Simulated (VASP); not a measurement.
Wanted: the native input for a VASP 6.6.1 run.

```
Task                   : single point
Functional             : PBE
Potentials or basis    : VASP PAW PBE potentials, release 64 (Al, Ni)
Cutoff                 : 520 eV
k mesh                 : 20 × 20 × 7
Occupations            : gaussian, width 0.15 eV
Spin                   : no spin polarisation
Dipole correction      : no
Further INCAR settings : ALGO = Fast; EDIFF = 1e-06; NBANDS = 28
```

The structure of AlNi lies in POSCAR:

```
AlNi
1.0
    0.0000000000     -2.8930835280      0.0000000000
    0.0000000000      0.0000000000     -2.8930835280
    8.5292505841      0.0000000000      0.0000000000
Al Ni
3 3
Direct
    0.0000000000      1.0000000000      0.9327707012
    0.0000000000      1.0000000000      0.2543796750
    0.0000000000      1.0000000000      0.5935751881
    0.5000000000      0.5000000000      0.0847819185
    0.5000000000      0.5000000000      0.4239774316
    0.5000000000      0.5000000000      0.7631729446
```

This cell differs from its parent crystal: the distance across one plane changed.

These files were run (other wordings do the same):

INCAR

```
PREC = Accurate
ENCUT = 520
EDIFF = 1E-6
ISMEAR = 0
SIGMA = 0.15
LREAL = F
LASPH = T
NELM = 80
ALGO = Fast
ISIF = 2
LWAVE = F
LCHARG = F
GGA = PE
NBANDS = 28
```

KPOINTS

```
regular mesh
0
Gamma
  20 20 7
```

Potentials or basis: VASP PAW PBE potentials, release 64 (Al, Ni).

Run with:

```console
$ cat potpaw_PBE.64/Al/POTCAR potpaw_PBE.64/Ni/POTCAR > POTCAR
$ mpirun -np 1 vasp_std > vasp.out
```

Results of the run:

```yaml
Pressure: 3.2 GPa
Largest_force: 0.824 eV/Å
Band_gap_on_the_k_mesh: zero (an odd number of electrons rules out a gap without spin polarisation)
```

Caveat: the cell differs from its parent crystal (the distance across one plane changed); the cell stands under pressure.

Wall time 7.6 min on 1 thread of Oxide Virtual Turin-like Processor, with other jobs on the host, peak memory 0.47 GiB.
